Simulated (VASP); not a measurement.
# B2Ru3 (P4/mmm) in VASP: notebook, part 3 of 3

VASP 6.6.1. Earlier steps stand in the parts before.

**5. Relaxation of cell and atoms, PBE**

This run uses another cell than the first one, of 13.30 Å³/atom.

The input, INCAR:

```
  PREC = Accurate
  ENCUT = 600
  EDIFF = 1E-7
  ISMEAR = 0
  SIGMA = 0.1
  LREAL = F
  LASPH = T
  NELM = 80
  ALGO = Fast
  ISIF = 3
  LWAVE = F
  LCHARG = F
  GGA = PE
  IBRION = 2
  NSW = 100
  EDIFFG = -0.01
```

The input, KPOINTS:

```
regular mesh
0
Gamma
  8 8 12
```

The input, POSCAR:

```
B2Ru3
1.0
    4.6742802242      0.0000000000      0.0000000000
    0.0000000000      4.6742802242      0.0000000000
    0.0000000000      0.0000000000      3.0445372573
B Ru
2 3
Direct
    0.5000000000      0.5000000000      0.2493739647
    0.5000000000      0.5000000000      0.7506260353
    0.0000000000      0.0000000000      0.0000000000
    0.0000000000      0.5000000000      0.0000000000
    0.5000000000      0.0000000000      0.0000000000
```

Potentials or basis: VASP PAW PBE potentials, release 64 (B, Ru_pv).

Run with:

```
cat potpaw_PBE.64/B/POTCAR potpaw_PBE.64/Ru_pv/POTCAR > POTCAR
mpirun -np 1 vasp_std > vasp.out
```

OUTCAR:

```text
PREC = Accurate
   ENCUT = 600
   EDIFF = 1E-7
   ISMEAR = 0
   LREAL = F
   LASPH = T
   NELM = 80
   ISIF = 3
   GGA = PE
   IBRION = 2
   NSW = 100
   EDIFFG = -0.01

 ion  position               nearest neighbor table
   1  0.500  0.500  0.249-   2 1.52   2 1.53   4 2.46   5 2.46   5 2.46   4 2.46
   2  0.500  0.500  0.751-   1 1.52   1 1.53   5 2.46   4 2.46   5 2.46   4 2.46
   3  0.000  0.000  0.000-   4 2.34   5 2.34   4 2.34   5 2.34
   4  0.000  0.500  0.000-   3 2.34   3 2.34   1 2.46   2 2.46   1 2.46   2 2.46   5 3.31   5 3.31
                             5 3.31   5 3.31
   5  0.500  0.000  0.000-   3 2.34   3 2.34   1 2.46   1 2.46   2 2.46   2 2.46   4 3.31   4 3.31
                             4 3.31   4 3.31

  LATTYP: Found a simple tetragonal cell.
 ALAT       =     4.6742802242
 C/A-ratio  =     0.6513381978

  Lattice vectors:

 A1 = (   4.6742802242,   0.0000000000,   0.0000000000)
 A2 = (   0.0000000000,   4.6742802242,   0.0000000000)
 A3 = (   0.0000000000,   0.0000000000,   3.0445372573)

Analysis of symmetry for initial positions (statically):
=====================================================================
[... 182 lines left out ...]

------------------------ aborting loop because EDIFF is reached ----------------------------------------

  FORCE on cell =-STRESS in cart. coord.  units (eV):
  Direction    XX          YY          ZZ          XY          YZ          ZX
  --------------------------------------------------------------------------------------
  -------------------------------------------------------------------------------------
  Total       -0.0524489     -0.0524489      0.4551700      0.0000000      0.0000000      0.0000000
  in kB       -1.2632699     -1.2632699     10.9631024      0.0000000      0.0000000      0.0000000
  external PRESSURE =       2.8121876 kB  Pullay stress =       0.0000000 kB
[... 143 lines left out ...]
--------------------------------------- Ionic step        5  -------------------------------------------

 number of electron      47.9999995 magnetization

 Free energy of the ion-electron system (eV)
  ---------------------------------------------------
  ext. energy  EPLUGINS =         0.00000000
  ---------------------------------------------------
  free energy    TOTEN  =       -36.15146398 eV

  energy without entropy =      -36.12250259  energy(sigma->0) =      -36.13698328

 E-fermi :   8.2252     XC(G=0): -12.2716

 val. band max:        8.2245992222   @ k =   0.3750   0.1250   0.0833
 cond. band min:       8.2255054550   @ k =   0.5000   0.3750   0.0000
 fundamental gap:      0.0009062328
 Fermi energy:         8.2252259149

 k-point     1 :       0.0000    0.0000    0.0000
  band No.  band energies     occupation
      1     -35.7569      2.00000
      2     -35.7569      2.00000
      3     -34.5418      2.00000
      4     -34.1116      2.00000
      5     -34.1116      2.00000
      6     -33.9427      2.00000
[... 733 lines left out ...]
     27       9.2594      0.00000
     28       9.5854      0.00000

 [... further k-points ...]
[... 5 lines left out ...]
  --------------------------------------------------------------------------------------
  -------------------------------------------------------------------------------------
  Total       -0.0193006     -0.0193006     -0.0081618      0.0000000      0.0000000      0.0000000
  in kB       -0.4639129     -0.4639129     -0.1961793      0.0000000      0.0000000      0.0000000
  external PRESSURE =      -0.3746684 kB  Pullay stress =       0.0000000 kB
[... 20 lines left out ...]
  FREE ENERGIE OF THE ION-ELECTRON SYSTEM (eV)
  ---------------------------------------------------
  free  energy   TOTEN  =       -36.1514639811 eV

  energy  without entropy=      -36.1225025862  energy(sigma->0) =      -36.13698328

 reached required accuracy - stopping structural energy minimisation
```

OSZICAR:

```text
N       E                     dE             d eps       ncg     rms          rms(c)
DAV:   1     0.548395565931E+03    0.54840E+03   -0.30482E+04  5912   0.197E+03
DAV:   2    -0.162481126199E+02   -0.56464E+03   -0.55061E+03  6180   0.548E+02
DAV:   3    -0.413732411313E+02   -0.25125E+02   -0.24122E+02  7824   0.102E+02
[... 106 lines left out ...]
RMM:   5    -0.361514543338E+02    0.39097E-04   -0.20448E-04  6181   0.750E-02    0.144E-02
RMM:   6    -0.361514618076E+02   -0.74738E-05   -0.63417E-05  6731   0.303E-02    0.120E-02
RMM:   7    -0.361514637232E+02   -0.19156E-05   -0.10838E-05  5954   0.212E-02    0.389E-03
RMM:   8    -0.361514639627E+02   -0.23952E-06   -0.47834E-06  6055   0.101E-02    0.308E-03
RMM:   9    -0.361514640013E+02   -0.38570E-07   -0.12910E-06  4971   0.401E-03    0.220E-03
RMM:  10    -0.361514639811E+02    0.20169E-07   -0.34122E-07  3351   0.169E-03
   5 F= -.36151464E+02 E0= -.36136983E+02  d E =-.276785E-03
```

CONTCAR:

```text
B2Ru3
   1.00000000000000
     4.6726616215110210    0.0000000000000000    0.0000000000000000
     0.0000000000000000    4.6726616215110210   -0.0000000000000000
     0.0000000000000000   -0.0000000000000000    3.0529321983724373
  B               Ru
     2     3
Direct
     0.5000000000000000    0.5000000000000000    0.2489231216414694
     0.5000000000000000    0.5000000000000000    0.7510768783585305
     0.0000000000000000    0.0000000000000000    0.0000000000000000
     0.0000000000000000    0.5000000000000000    0.0000000000000000
     0.5000000000000000    0.0000000000000000    0.0000000000000000

  0.00000000E+00  0.00000000E+00  0.00000000E+00
  0.00000000E+00  0.00000000E+00  0.00000000E+00
  0.00000000E+00  0.00000000E+00  0.00000000E+00
  0.00000000E+00  0.00000000E+00  0.00000000E+00
  0.00000000E+00  0.00000000E+00  0.00000000E+00
```

Run time: 25 min. Hardware: 1 thread of AMD EPYC 7R43 (Zen 3), shared host; peak memory 0.3 GiB.

What came out:

```yaml
Free_energy: -36.1515 eV
Relaxed_volume: 13.33 Å³/atom
Relaxed_cell: a = 4.673 Å, b = 4.673 Å, c = 3.053 Å, α = 90.00°, β = 90.00°, γ = 90.00°
Space_group_after_relaxing_to_0.1_Å: P4/mmm (No. 123)
Energy_gained_by_relaxing: 0.2 meV/atom
Ionic_steps: 5
Pressure_after_relaxing: 0.0 GPa
Band_gap_on_the_k_mesh: zero (bands 24 and 25 overlap by 2.51 eV)
```

Forces on the atoms (eV/Å):
```
B    0.000  0.000  0.002
B    0.000  0.000 -0.002
Ru   0.000  0.000  0.000
Ru   0.000  0.000  0.000
Ru   0.000  0.000  0.000
```

Step by step:
| step | energy change (eV) | largest force (eV/Å) | pressure (GPa) | volume (Å³) |
| --- | --- | --- | --- | --- |
| 1 | 0.0000 | 0.1616 | 0.28 | 66.52 |
| 2 | 0.0041 | 0.7323 | -0.21 | 66.74 |
| 3 | -0.0006 | 0.0777 | 0.15 | 66.58 |
| 4 | -0.0006 | 0.0685 | -0.23 | 66.73 |
| 5 | -0.0009 | 0.0025 | -0.04 | 66.66 |

Final structure:
```
CELL_PARAMETERS angstrom
4.67266 0.00000 0.00000
0.00000 4.67266 0.00000
0.00000 0.00000 3.05293
ATOMIC_POSITIONS crystal
B 0.50000 0.50000 0.24892
B 0.50000 0.50000 0.75108
Ru 0.00000 0.00000 0.00000
Ru 0.00000 0.50000 0.00000
Ru 0.50000 0.00000 0.00000
```

Caveat: the highest band is partly filled, so the run has too few bands.

**6. Summary**

```csv
task,cell,k mesh,cutoff (eV),gap on the mesh (eV),pressure (GPa),relaxed volume (Å³/atom),largest force (eV/Å)
relaxation of cell and atoms,"relaxed from a = 3.800, b = 3.800, c = 3.742 Å, 5 atoms, atomic positions A",4 × 4 × 4,600,-,0.0,13.32,0.03
single point,"a = 4.670, b = 4.670, c = 3.054 Å, 5 atoms, atomic positions B",8 × 8 × 12,520,none,0.2,-,0.02
relaxation of cell and atoms,"relaxed from a = 4.674, b = 4.674, c = 3.051 Å, 5 atoms, atomic positions C",4 × 4 × 6,600,-,0.0,13.31,-
relaxation of cell and atoms,"relaxed from a = 4.674, b = 4.674, c = 3.045 Å, 5 atoms, atomic positions D",8 × 8 × 12,600,none,0.0,13.33,-
```

Alike in all rows: level PBE; potentials or basis VASP PAW PBE potentials, release 64 (B, Ru_pv); no spin polarisation; smearing gaussian 0.1 eV.

Caveats: some runs use coarse meshes; the highest band is partly filled, so the run has too few bands (at least some runs); the volume moved by over 15 % at a fixed basis, so the end points are rough (at least some runs).

Total energies depend on the potentials used, so only differences within one code and one set of settings carry meaning.
